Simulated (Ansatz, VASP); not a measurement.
**One calculation of AlRu, two programs**

Contents of INCAR:

```
PREC = Accurate ; ENCUT = 520
EDIFF = 1E-6 ; ISMEAR = 0
SIGMA = 0.15 ; LREAL = F
LASPH = T ; NELM = 80
ALGO = Fast ; ISIF = 2
LWAVE = F ; LCHARG = T
GGA = PS ; LELF = T
LVHAR = T ; NBANDS = 16
```

File KPOINTS:

```
Automatic mesh
0
Gamma
  16 16 16
```

File POSCAR:

```
AlRu
1.0
    2.9916000000      0.0000000000      0.0000000000
    0.0000000000      2.9916000000      0.0000000000
    0.0000000000      0.0000000000      2.9916000000
Al Ru
1 1
Direct
    0.0000000000      0.0000000000     -0.2005615724
    0.5000000000      0.5000000000      0.5000000000
```

Input for Ansatz:

```yaml
crystal:
  lattice:
    - [2.9916, 0.0, 0.0]
    - [0.0, 2.9916, 0.0]
    - [0.0, 0.0, 2.9916]
  atoms:
    - { symbol: Al, position: [0.0, 0.0, -0.2005615724] }
    - { symbol: Ru, position: [0.5, 0.5, 0.5] }
basis:
  ecutwfc: 420
kpoints:
  mp_grid: { grid: [16, 16, 16] }
hamiltonian:
  xc: pbesol
scf:
  occupations: { method: gaussian, width: 0.15 }
output:
  forces: true
  stress: true
  eigenvalues: true
```

Alike in both runs: task single point; functional PBEsol; k mesh 16 × 16 × 16; occupations gaussian, width 0.15 eV; no spin polarisation.

|  | VASP | Ansatz |
| --- | --- | --- |
| version | VASP 6.6.1 | Ansatz 0.2.0 |
| potentials or method | VASP PAW PBE potentials, release 64 (Al, Ru_pv), cutoff 520 eV | scalar-relativistic, plane waves, PAW |
| valence electrons in the cell | 17 | 19 |

|  | VASP | Ansatz | Ansatz less VASP |
| --- | --- | --- | --- |
| gap on the k mesh at the Fermi level (eV) | none | none | - |
| pressure (GPa) | 21.2 | 21.0 | -0.24 |
| traceless stress, the component that is largest in VASP (GPa) | -19.36 | -19.10 | +0.267 |
| rms of the force components (eV/Å) | 2.358 | 2.343 | -0.0144 |

VASP's potentials were made for PBE, not for PBEsol. Atom by atom the forces differ by 0.014 eV/Å (rms over components). A gap of «none» marks a metal or a gap that the smearing closes. VASP's potentials hold 17 valence electrons a cell and Ansatz's 19, so a difference there can come from the potentials and not from the codes.
